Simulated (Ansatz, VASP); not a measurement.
**One calculation of Ge2W3, two programs**

```
CELL_PARAMETERS angstrom
4.61107 0.00000 0.00000
0.00000 4.61107 0.00000
0.00000 0.00000 4.61107
ATOMIC_POSITIONS crystal
Ge 0.50000 0.50000 0.50000
Ge 0.00000 0.00000 0.00000
W 0.00000 0.50000 0.50000
W 0.50000 0.00000 0.50000
W 0.50000 0.50000 0.00000
```

Alike in both runs: functional PBE; k mesh 8 × 8 × 8; occupations gaussian, width 0.1 eV; no spin polarisation.

Ansatz relaxed the structure, and its values are those at the end. VASP's run is a single point on that final structure, the one shown.

|  | VASP | Ansatz |
| --- | --- | --- |
| version | VASP 6.6.1 | Ansatz 0.2.0 |
| potentials or method | VASP PAW PBE potentials, release 64 (Ge_d, W_sv), cutoff 500 eV | scalar-relativistic, plane waves, PAW |
| valence electrons in the cell | 70 | 70 |

```tsv
	VASP	Ansatz	Ansatz less VASP
gap on the k mesh at the Fermi level (eV)	none	none	-
pressure (GPa)	0.3	0.0	-0.30
```

A gap of «none» marks a metal or a gap that the smearing closes.

Neither program's run includes spin-orbit coupling.
